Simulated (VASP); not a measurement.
A run of VASP 6.6.1 is set up as follows.

Contents of INCAR:

```
SYSTEM = WS
ALGO     = Normal         ! electronic algorithm
EDIFF    = 1E-6           ! SCF threshold, eV
EDIFFG   = -0.05          ! ionic threshold
ENCUT    = 600            ! plane-wave cutoff, eV
GGA      = PE             ! functional
IBRION   = 2              ! ionic algorithm
ISIF     = 3              ! what is computed and relaxed
ISMEAR   = 0              ! smearing method
ISPIN    = 2              ! spin polarisation
LASPH    = .True.         ! aspherical terms in the spheres
LCHARG   = .False.        ! write CHGCAR
LDAU     = .True.         ! DFT+U
LDAUJ    = 0 0          
LDAUL    = 2 -1           ! shell
LDAUPRINT= 1            
LDAUTYPE = 2            
LDAUU    = 6.2 0          ! U, eV
LMAXMIX  = 4              ! l up to which the mixer works
LORBIT   = 11             ! projections on sites
LREAL    = .False.        ! projectors in reciprocal space
LWAVE    = .False.        ! write WAVECAR
MAGMOM   = 0.86 0         ! initial moments
NELM     = 150            ! most SCF steps
NSW      = 100            ! ionic steps
PREC     = Accurate       ! precision mode
SIGMA    = 0.1            ! smearing width, eV
```

File KPOINTS:

```
k-points
0
Gamma
  6 6 6
  0 0 0
```

File POSCAR:

```
WS
1.0
    0.0000000000      2.5356383981      2.5356383981
    2.5356383981      0.0000000000      2.5356383981
    2.5356383981      2.5356383981      0.0000000000
W S
1 1
Direct
    0.0000000000      0.0000000000      0.0000000000
    0.2500000000      0.2500000000      0.2500000000
```

Potentials or basis: VASP PAW PBE potentials, release 64 (W_sv, S).

Run with:

```bash
$ cat potpaw_PBE.64/W_sv/POTCAR potpaw_PBE.64/S/POTCAR > POTCAR
$ mpirun -np 1 vasp_std > vasp.out
```

Predict the relaxed cell.

a = 3.893 Å, b = 3.893 Å, c = 3.893 Å, α = 60.00°, β = 60.00°, γ = 60.00°.

What does it give for the net moment?

-1.45 μB per cell.

Final structure:
```
CELL_PARAMETERS angstrom
0.00000 2.75267 2.75267
2.75267 0.00000 2.75267
2.75267 2.75267 0.00000
ATOMIC_POSITIONS crystal
W 0.00000 0.00000 0.00000
S 0.25000 0.25000 0.25000
```

Caveat: the electronic state changed during the relaxation.
